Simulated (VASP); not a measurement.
# P2S (P4_2/nmc) in VASP: notebook

P2S is run at these levels: PBE; tasks: single point, relaxation of cell and atoms.

All numbers are computed with VASP 6.6.1; they aren't measurements. Logs are shortened: lines on timing, memory, paths and dates and some standing lists are left out, and cuts for length are marked.

## (1) The cell of the first run

It takes space group P4_2/nmc (No. 137, tetragonal). Conventional cell: a = 3.329 Å, b = 3.329 Å, c = 9.199 Å, α = 90.00°, β = 90.00°, γ = 90.00°. Within 3.2 Å of P (site symmetry 2mm) lie 2 S at 2.46 Å and 4 P at 2.55 Å. S (site symmetry -4m2) has 4 P at 2.46 Å within 3.2 Å.

## (2) Single point, PBE

File INCAR:

```
SYSTEM = P2S
PREC     = Accurate       ! precision mode
ENCUT    = 520            ! plane-wave cutoff, eV
EDIFF    = 1E-6           ! SCF threshold, eV
ISMEAR   = 0              ! smearing method
SIGMA    = 0.1            ! smearing width, eV
LREAL    = .False.        ! projectors in reciprocal space
LASPH    = .True.         ! aspherical terms in the spheres
NELM     = 100            ! most SCF steps
ALGO     = Normal         ! electronic algorithm
ISIF     = 2              ! what is computed and relaxed
LWAVE    = .False.        ! write WAVECAR
LCHARG   = .False.        ! write CHGCAR
GGA      = PE             ! functional
NBANDS   = 25             ! bands
```

File KPOINTS:

```
Automatic mesh
0
Gamma
  12 12 4
  0 0 0
```

File POSCAR:

```
P2S
1.0
    3.3294142550      0.0000000000      0.0000000000
    0.0000000000      3.3294142550      0.0000000000
    0.0000000000      0.0000000000      9.1991428545
P S
4 2
Direct
    0.0000000000      0.5000000000      0.3030684712
    0.0000000000      0.5000000000      0.8030684712
    0.5000000000      0.0000000000      0.6969315288
    0.5000000000      0.0000000000      0.1969315288
    0.0000000000      0.0000000000      0.0000000000
    0.5000000000      0.5000000000      0.5000000000
```

Potentials or basis: VASP PAW PBE potentials, release 64 (P, S).

Command:

```console
$ cat potpaw_PBE.64/P/POTCAR potpaw_PBE.64/S/POTCAR > POTCAR
$ mpirun -np 1 vasp_std > vasp.out
```

OUTCAR:

```text
SYSTEM = P2S
   PREC = Accurate
   ENCUT = 520
   EDIFF = 1E-6
   ISMEAR = 0
   LREAL = .False.
   LASPH = .True.
   NELM = 100
   ISIF = 2
   GGA = PE

 ion  position               nearest neighbor table
   1  0.000  0.500  0.303-   6 2.46   6 2.46   4 2.55   4 2.55   4 2.55   4 2.55
   2  0.000  0.500  0.803-   5 2.46   5 2.46   3 2.55   3 2.55   3 2.55   3 2.55
   3  0.500  0.000  0.697-   6 2.46   6 2.46   2 2.55   2 2.55   2 2.55   2 2.55
   4  0.500  0.000  0.197-   5 2.46   5 2.46   1 2.55   1 2.55   1 2.55   1 2.55
   5  0.000  0.000  0.000-   2 2.46   4 2.46   2 2.46   4 2.46
   6  0.500  0.500  0.500-   1 2.46   3 2.46   3 2.46   1 2.46

  LATTYP: Found a simple tetragonal cell.
 ALAT       =     3.3294142550
 C/A-ratio  =     2.7629913702

  Lattice vectors:

 A1 = (   3.3294142550,   0.0000000000,   0.0000000000)
 A2 = (   0.0000000000,   3.3294142550,   0.0000000000)
 A3 = (   0.0000000000,   0.0000000000,   9.1991428545)

Analysis of symmetry for initial positions (statically):
=====================================================================
 Subroutine PRICEL returns:
 Original cell was already a primitive cell.

 Routine SETGRP: Setting up the symmetry group for a
 simple tetragonal supercell.

 Subroutine GETGRP returns: Found 16 space group operations
 (whereof  8 operations were pure point group operations)
 out of a pool of 16 trial point group operations.

The static configuration has the point symmetry D_2d.
 The point group associated with its full space group is D_4h.

Analysis of symmetry for dynamics (positions and initial velocities):
=====================================================================
 Subroutine PRICEL returns:
 Original cell was already a primitive cell.

 Routine SETGRP: Setting up the symmetry group for a
 simple tetragonal supercell.

 Subroutine GETGRP returns: Found 16 space group operations
 (whereof  8 operations were pure point group operations)
 out of a pool of 16 trial point group operations.

The dynamic configuration has the point symmetry D_2d.
 The point group associated with its full space group is D_4h.

 Subroutine INISYM returns: Found 16 space group operations
 (whereof  8 operations are pure point group operations),
 and found     1 'primitive' translations

----------------------------------------------------------------------------------------

                                     Primitive cell

  volume of cell :     101.9725

  direct lattice vectors                    reciprocal lattice vectors
     3.329414255  0.000000000  0.000000000     0.300353132  0.000000000  0.000000000
     0.000000000  3.329414255  0.000000000     0.000000000  0.300353132  0.000000000
     0.000000000  0.000000000  9.199142854     0.000000000  0.000000000  0.108705780

  length of vectors
     3.329414255  3.329414255  9.199142854     0.300353132  0.300353132  0.108705780

  position of ions in fractional coordinates (direct lattice)
     0.000000000  0.500000000  0.303068471
     0.000000000  0.500000000  0.803068471
     0.500000000  0.000000000  0.696931529
     0.500000000  0.000000000  0.196931529
     0.000000000  0.000000000  0.000000000
     0.500000000  0.500000000  0.500000000

  ion indices of the primitive-cell ions
   primitive index   ion index
                 1           1
                 2           2
                 3           3
                 4           4
                 5           5
                 6           6

----------------------------------------------------------------------------------------

 KPOINTS: Automatic mesh

Automatic generation of k-mesh.
 Grid dimensions read from file:
 generate k-points for:   12   12    4

 Generating k-lattice:

  Cartesian coordinates                     Fractional coordinates (reciprocal lattice)
     0.025029428  0.000000000  0.000000000     0.083333333  0.000000000  0.000000000
     0.000000000  0.025029428  0.000000000     0.000000000  0.083333333  0.000000000
     0.000000000  0.000000000  0.027176445     0.000000000  0.000000000  0.250000000

  Length of vectors
     0.025029428  0.025029428  0.027176445

  Shift w.r.t. Gamma in fractional coordinates (k-lattice)
     0.000000000  0.000000000  0.000000000

 Subroutine IBZKPT returns following result:
 ===========================================

 Found     84 irreducible k-points:

 Following reciprocal coordinates:
            Coordinates               Weight
  0.000000  0.000000  0.000000      1.000000
  0.083333  0.000000  0.000000      4.000000
  0.166667  0.000000  0.000000      4.000000
  0.250000  0.000000  0.000000      4.000000
  0.333333  0.000000  0.000000      4.000000
  0.416667  0.000000  0.000000      4.000000
[... 16 lines left out ...]
  0.333333  0.333333  0.000000      4.000000
  0.416667  0.333333  0.000000      8.000000
 [... further k-points ...]
   k-points           NKPTS =     84   k-points in BZ     NKDIM =     84   number of bands    NBANDS=     25
   number of dos      NEDOS =    301   number of ions     NIONS =      6
   total plane-waves  NPLWV =  54880
   dimension x,y,z NGX =    28 NGY =   28 NGZ =   70
   dimension x,y,z NGXF=    56 NGYF=   56 NGZF=  140
   ions per type =               4   2
   NGX,Y,Z   is equivalent  to a cutoff of  13.98, 13.98, 12.65 a.u.
   NGXF,Y,Z  is equivalent  to a cutoff of  27.96, 27.96, 25.30 a.u.
 SYSTEM =  P2S
   PREC   = accura    normal or accurate (medium, high low for compatibility)
   ISTART =      0    job   : 0-new  1-cont  2-samecut
   ICHARG =      2    charge: 1-file 2-atom 10-const
   ISPIN  =      1    spin polarized calculation?
   LNONCOLLINEAR =      F non collinear calculations
   LSORBIT =      F    spin-orbit coupling
   LASPH  =      T    aspherical Exc in radial PAW
   ENCUT  =  520.0 eV  38.22 Ry    6.18 a.u.   6.19  6.19 17.10*2*pi/ulx,y,z
   NELM   =    100;   NELMIN=  2; NELMDL= -5     # of ELM steps
   EDIFF  = 0.1E-05   stopping-criterion for ELM
   LREAL  =      F    real-space projection
   EDIFFG = 0.1E-04   stopping-criterion for IOM
   NSW    =      0    number of steps for IOM
   IBRION =     -1    ionic relax: 0-MD 1-quasi-New 2-CG
   NFREE  =      0    steps in history (QN), initial steepest desc. (CG)
   ISIF   =      2    stress and relaxation
   ISYM   =      2    0-nonsym 1-usesym 2-fastsym
   POTIM  = 0.5000    time-step for ionic-motion
   TEBEG  =    0.0;   TEEND  =   0.0 temperature during run
   PSTRESS=    0.0 pullay stress
   NELECT =      32.0000    total number of electrons
   NUPDOWN=      -1.0000    fix difference up-down
   EMIN   =  10.00;   EMAX   =-10.00  energy-range for DOS
   EFERMI =   0.00;   METHOD = LEGACY
   ISMEAR =     0;   SIGMA  =   0.10  broadening in eV -4-tet -1-fermi 0-gaus
   EFERMI_NEDOS =   21; number of points for ismear=-14 and -15
   IALGO  =     38    algorithm
   IMIX   =      4    mixing-type and parameters
     AMIX     =   0.40;   BMIX     =  1.00
     AMIX_MAG =   1.60;   BMIX_MAG =  1.00
  volume/ion in A,a.u.               =      17.00       114.69
  Fermi-wavevector in a.u.,A,eV,Ry     =   1.112493  2.102306 16.839113  1.237640
  Thomas-Fermi vector in A             =   2.249067
   LORBIT       =      0    0 simple, 1 ext, 2 COOP (PROOUT), +10 PAW based schemes
   GGA     = PE    functional components
   LHFCALC =     F    Hartree Fock is set to
   AEXX    =    0.0000 exact exchange contribution
   IVDW    =     0    specifies the selected vdW correction
   LEPSILON=     F    determine dielectric tensor
   LRPA    =     F    only Hartree local field effects (RPA)
 non-spin polarized calculation
 Gauss-broadening in eV      SIGMA  =   0.10
  energy-cutoff  :      520.00
  volume of cell :      101.97
 maximum number of plane-waves:      2792
 NGX is ok and might be reduce to    28
   NGX = 13   NGY = 13   NGZ = 35

 number of electron      31.9999995 magnetization

 Free energy of the ion-electron system (eV)
  ---------------------------------------------------
  ext. energy  EPLUGINS =         0.00000000
  ---------------------------------------------------
  free energy    TOTEN  =       -26.79231669 eV

  energy without entropy =      -26.77261925  energy(sigma->0) =      -26.78246797

 E-fermi :   7.6470     XC(G=0): -10.5216

 val. band max:        7.6439060709   @ k =   0.2500   0.0833   0.0000
 cond. band min:       7.6534429483   @ k =   0.2500   0.2500   0.0000
 fundamental gap:      0.0095368774
 Fermi energy:         7.6469599800

 k-point     1 :       0.0000    0.0000    0.0000
  band No.  band energies     occupation
      1      -8.7363      2.00000
      2      -7.4038      2.00000
      3      -7.0564      2.00000
      4      -3.7815      2.00000
      5      -1.7086      2.00000
      6       2.6663      2.00000
[... 17 lines left out ...]
     24      12.9819      0.00000
     25      13.2261      0.00000

 k-point     2 :       0.0833    0.0000    0.0000
  band No.  band energies     occupation
      1      -8.6652      2.00000
      2      -7.3542      2.00000
      3      -6.9732      2.00000
      4      -3.7397      2.00000
      5      -1.6978      2.00000
      6       1.9359      2.00000
[... 17 lines left out ...]
     24      12.8479      0.00000
     25      12.9819      0.00000

 k-point     3 :       0.1667    0.0000    0.0000
  band No.  band energies     occupation
      1      -8.4557      2.00000
      2      -7.2137      2.00000
      3      -6.7244      2.00000
      4      -3.6250      2.00000
      5      -1.7133      2.00000
      6       0.6351      2.00000
[... 552 lines left out ...]
 k-point    23 :       0.3333    0.3333    0.0000
  band No.  band energies     occupation
      1      -6.7108      2.00000
      2      -6.1293      2.00000
      3      -4.4908      2.00000
      4      -2.8882      2.00000
      5      -2.3086      2.00000
      6      -1.6301      2.00000
[... 17 lines left out ...]
     24      12.7244      0.00000
     25      14.6157      0.00000

 k-point    24 :       0.4167    0.3333    0.0000
  band No.  band energies     occupation
      1      -6.3042      2.00000
      2      -5.9662      2.00000
      3      -3.8296      2.00000
      4      -2.8036      2.00000
      5      -2.5980      2.00000
      6      -2.1773      2.00000
[... 17 lines left out ...]
     24      12.8493      0.00000
     25      14.7936      0.00000

 [... further k-points ...]

------------------------ aborting loop because EDIFF is reached ----------------------------------------

  FORCE on cell =-STRESS in cart. coord.  units (eV):
  Direction    XX          YY          ZZ          XY          YZ          ZX
  --------------------------------------------------------------------------------------
  -------------------------------------------------------------------------------------
  Total       -0.0670667     -0.0670667     -0.0929285      0.0000000      0.0000000      0.0000000
  in kB       -1.0537426     -1.0537426     -1.4600790      0.0000000      0.0000000      0.0000000
  external PRESSURE =      -1.1891881 kB  Pullay stress =       0.0000000 kB

 VOLUME and BASIS-vectors are now :
 -----------------------------------------------------------------------------
  energy-cutoff  :      520.00
  volume of cell :      101.97
      direct lattice vectors                 reciprocal lattice vectors
     3.329414255  0.000000000  0.000000000     0.300353132  0.000000000  0.000000000
     0.000000000  3.329414255  0.000000000     0.000000000  0.300353132  0.000000000
     0.000000000  0.000000000  9.199142854     0.000000000  0.000000000  0.108705780

 POSITION                                       TOTAL-FORCE (eV/Angst)
 -----------------------------------------------------------------------------------
      0.00000      1.66471      2.78797         0.000000      0.000000      0.003944
      0.00000      1.66471      7.38754        -0.000000     -0.000000      0.003944
      1.66471      0.00000      6.41117         0.000000      0.000000     -0.003944
      1.66471      0.00000      1.81160         0.000000      0.000000     -0.003944
      0.00000      0.00000      0.00000         0.000000     -0.000000      0.000000
      1.66471      1.66471      4.59957         0.000000      0.000000      0.000000
 -----------------------------------------------------------------------------------
    total drift:                               -0.000000      0.000000      0.000000

  FREE ENERGIE OF THE ION-ELECTRON SYSTEM (eV)
  ---------------------------------------------------
  free  energy   TOTEN  =       -26.7923166927 eV

  energy  without entropy=      -26.7726192452  energy(sigma->0) =      -26.78246797
```

Wall time 4.9 min (1 thread of AMD EPYC 7R43 (Zen 3), shared host); peak memory 0.27 GiB.

What came out:

```yaml
Free_energy: -26.7923 eV
Pressure: -0.1 GPa
Largest_force: 0.004 eV/Å
Band_gap_on_the_k_mesh: zero (band 16 reaches 8.33 eV, above the bottom of band 17 at 6.87 eV)
```

Forces on the atoms (eV/Å):
```
P    0.000  0.000  0.004
P    0.000  0.000  0.004
P    0.000  0.000 -0.004
P    0.000  0.000 -0.004
S    0.000  0.000  0.000
S    0.000  0.000  0.000
```

## (3) Relaxation of cell and atoms, PBE

This run uses another cell than the first one, of 16.95 Å³/atom, 0.997 times its volume.

File INCAR:

```
SYSTEM = P2S
PREC = Accurate ; ENCUT = 600
EDIFF = 1E-7 ; ISMEAR = 0
SIGMA = 0.1 ; LREAL = .False.
LASPH = .True. ; NELM = 100
ALGO = Normal ; ISIF = 3
LWAVE = .False. ; LCHARG = .False.
GGA = PE ; IBRION = 2
NSW = 100 ; EDIFFG = -0.01
```

KPOINTS is that of step 2.

File POSCAR:

```
P2S
1.0
    3.3800206356      0.0000000000      0.0000000000
    0.0000000000      3.3800206356      0.0000000000
    0.0000000000      0.0000000000      8.8997799269
P S
4 2
Direct
    0.0000000000      0.5000000000      0.2973147183
    0.0000000000      0.5000000000      0.7973147183
    0.5000000000      0.0000000000      0.7026852817
    0.5000000000      0.0000000000      0.2026852817
    0.0000000000      0.0000000000      0.0000000000
    0.5000000000      0.5000000000      0.5000000000
```

Potentials or basis: VASP PAW PBE potentials, release 64 (P, S).

Command:

```console
$ cat potpaw_PBE.64/P/POTCAR potpaw_PBE.64/S/POTCAR > POTCAR
$ mpirun -np 1 vasp_std > vasp.out
```

It took 21 min on 1 thread of AMD EPYC 7R43 (Zen 3), shared host; peak memory 0.29 GiB.

It converged, with:

```
Free energy                            : -26.7932 eV
Relaxed volume                         : 16.98 Å³/atom
Relaxed cell                           : a = 3.329 Å, b = 3.329 Å, c = 9.195 Å, α = 90.00°, β = 90.00°, γ = 90.00°
Space group after relaxing (to 0.05 Å) : P4_2/nmc (No. 137)
Energy gained by relaxing              : 6.4 meV/atom
Ionic steps                            : 8
Pressure after relaxing                : 0.0 GPa
Largest force after relaxing           : 0.003 eV/Å
Band gap on the k mesh                 : zero (band 16 reaches 8.34 eV, above the bottom of band 17 at 6.87 eV)
```

Forces on the atoms (eV/Å):
```
P    0.000  0.000  0.003
P    0.000  0.000  0.003
P    0.000  0.000 -0.003
P    0.000  0.000 -0.003
S    0.000  0.000  0.000
S    0.000  0.000  0.000
```

The path:
```tsv
step	energy change (eV)	largest force (eV/Å)	pressure (GPa)	volume (Å³)
1	0.0000	0.1720	0.48	101.68
2	-0.0148	0.1609	-0.18	102.42
3	-0.0241	0.1280	-1.12	103.56
4	-0.0335	0.0827	-0.56	102.69
5	-0.0375	0.0400	0.14	101.64
6	-0.0375	0.0377	0.18	101.57
7	-0.0380	0.0224	0.08	101.72
8	-0.0382	0.0035	-0.04	101.91
```

Final structure:
```xyz
6
Lattice="3.3291 0.0000 0.0000 0.0000 3.3291 0.0000 0.0000 0.0000 9.1950" Properties=species:S:1:pos:R:3 pbc="T T T"
P     0.0000    1.6645    2.7864
P     0.0000    1.6645    7.3839
P     1.6645    0.0000    6.4087
P     1.6645    0.0000    1.8111
S     3.3291    0.0000    0.0000
S     1.6645    1.6645    4.5975
```

Levels at points of the mesh, in eV from the Fermi level:
```tsv
k point	band 14	band 15	band 16	band 17	band 18	band 19
(0.00, 0.00, 0.00)	-2.62	-0.53	0.07	0.07	0.91	1.33
(0.50, 0.00, 0.00)	-0.37	-0.19	-0.19	0.64	0.64	1.04
(0.50, 0.50, 0.00)	-3.83	-2.72	-2.72	-0.78	-0.78	1.15
(0.00, 0.00, 0.50)	-1.58	-0.78	-0.78	-0.10	-0.10	1.51
(0.50, 0.00, 0.50)	-2.09	-0.23	-0.23	1.11	1.11	1.26
(0.50, 0.50, 0.50)	-4.97	-3.04	-3.04	1.03	1.03	1.03
```

(Continued in part 2 of 2.)
